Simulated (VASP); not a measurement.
Input of a VASP 6.6.1 run:

INCAR

```
SYSTEM = MgO
  PREC = Accurate
  ENCUT = 520
  EDIFF = 1E-6
  ISMEAR = 0
  SIGMA = 0.05
  LREAL = .False.
  LASPH = .True.
  NELM = 60
  ALGO = Normal
  ISIF = 2
  LWAVE = .False.
  LCHARG = .False.
  GGA = PS
  NBANDS = 11
```

File KPOINTS:

```
Automatic mesh
0
Gamma
  10 10 10
  0 0 0
```

File POSCAR:

```
MgO
1.0
    0.0000000000      2.2124610065      2.0017504345
    2.2124610065      0.0000000000      2.0017504345
    2.2124610065      2.2124610065      0.0000000000
Mg O
1 1
Direct
    0.0000000000      0.0000000000      0.0000000000
    0.5000000000      0.5000000000      0.5000000000
```

Potentials or basis: VASP PAW PBE potentials, release 64 (Mg, O).

Command:

```console
$ cat potpaw_PBE.64/Mg/POTCAR potpaw_PBE.64/O/POTCAR > POTCAR
$ mpirun -np 1 vasp_std > vasp.out
```

Question: What does it give for the pressure?

Answer: -4.1 GPa.

Question: Estimate the band gap on the k mesh.

Answer: 4.06 eV, direct.

Stress tensor (GPa, compression positive):
```
-10.60   0.00   0.00
  0.00 -10.60   0.00
  0.00   0.00   8.95
```

Caveat: the cell differs from its parent crystal (strain +0.050 along x and y, -0.050 along z); the PAW data sets were made with another functional, which shifts forces and pressure a little.
